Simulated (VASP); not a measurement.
Runs of VASP 6.6.1 on BiTe. The structure is that of space group P6_3/mmc (No. 194), or close to it. The cells are those of the table. 

```csv
task,cell,k mesh,cutoff (eV),gap on the mesh (eV),pressure (GPa),relaxed volume (Å³/atom)
single point,"a = 5.521, b = 5.521, c = 6.456 Å, angles 90.0, 90.0, 120.0°, 4 atoms",6 × 6 × 4,520,none,(a),-
relaxation of cell and atoms,"relaxed from a = 4.077, b = 4.077, c = 10.846 Å, angles 90.0, 90.0, 120.0°, 4 atoms",6 × 6 × 2,600,none,0.1,42.39
relaxation of cell and atoms,"relaxed from a = 5.341, b = 5.341, c = 6.874 Å, angles 90.0, 90.0, 120.0°, 4 atoms",6 × 6 × 4,600,none,-0.1,42.53
single point,"a = 5.341, b = 5.341, c = 6.874 Å, angles 90.0, 90.0, 120.0°, 4 atoms",6 × 6 × 2,520,none,0.0,-
single point,"a = 5.470, b = 5.470, c = 6.524 Å, angles 90.0, 90.0, 120.0°, 4 atoms",12 × 12 × 8,520,none,0.0,-
single point,"a = 4.077, b = 4.077, c = 10.846 Å, angles 90.0, 90.0, 120.0°, 4 atoms",6 × 6 × 2,520,none,55.4,-
```

Alike in all rows: level PBE; potentials or basis VASP PAW PBE potentials, release 64 (Bi_d, Te); no spin polarisation; smearing gaussian 0.1 eV.

Problem. Fill in the values left out.

Solution. (a) -0.2.

Caveats: some runs use coarse meshes; spin-orbit coupling is left out, which moves the levels of the heavy elements; a cell axis changed by over 15 % at a fixed basis, so the end point is rough (at least some runs); the cell stands under pressure (at least some runs); this functional lacks dispersion, which binds the layers, so the pressure and a relaxed spacing across them are unreliable (at least some runs).

A k mesh can miss the band edges, and the runs leave out spin-orbit coupling on Bi, Te.

A gap of «none» marks levels without a gap at the run's occupations.
